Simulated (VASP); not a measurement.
Runs of VASP 6.6.1 on GaS3. The structure is that of space group Pm-3m (No. 221), or close to it. The cells are those of the table. The cell was built from a structure type or drawn by symmetry, and may not be a known phase.

```csv
task,cell,k mesh,cutoff (eV),gap on the mesh (eV),pressure (GPa),relaxed volume (Å³/atom)
relaxation of cell and atoms,"relaxed from a = 4.110 Å, 4 atoms",12 × 12 × 12,600,none,0.0,17.28
single point,"a = 4.110 Å, 4 atoms",4 × 4 × 4,520,none,(a),-
single point,"a = 4.104 Å, 4 atoms",12 × 12 × 12,520,none,0.0,-
single point,"a = 4.914 Å, 4 atoms",4 × 4 × 4,520,none,-8.5,-
relaxation of cell and atoms,"relaxed from a = 4.914 Å, 4 atoms",4 × 4 × 4,600,none,0.3,17.28
```

Alike in all rows: level PBE; potentials or basis VASP PAW PBE potentials, release 64 (Ga_d, S); no spin polarisation; smearing gaussian 0.1 eV.

Question: Fill in the values left out.

Answer: (a) -0.1.

Caveats: some runs use coarse meshes; the cell stands under tension (at least some runs); the volume moved by over 15 % at a fixed basis, so the end points are rough (at least some runs).

A k mesh can miss the band edges, and the runs leave out spin-orbit coupling on Ga.

A gap of «none» marks levels without a gap at the run's occupations.
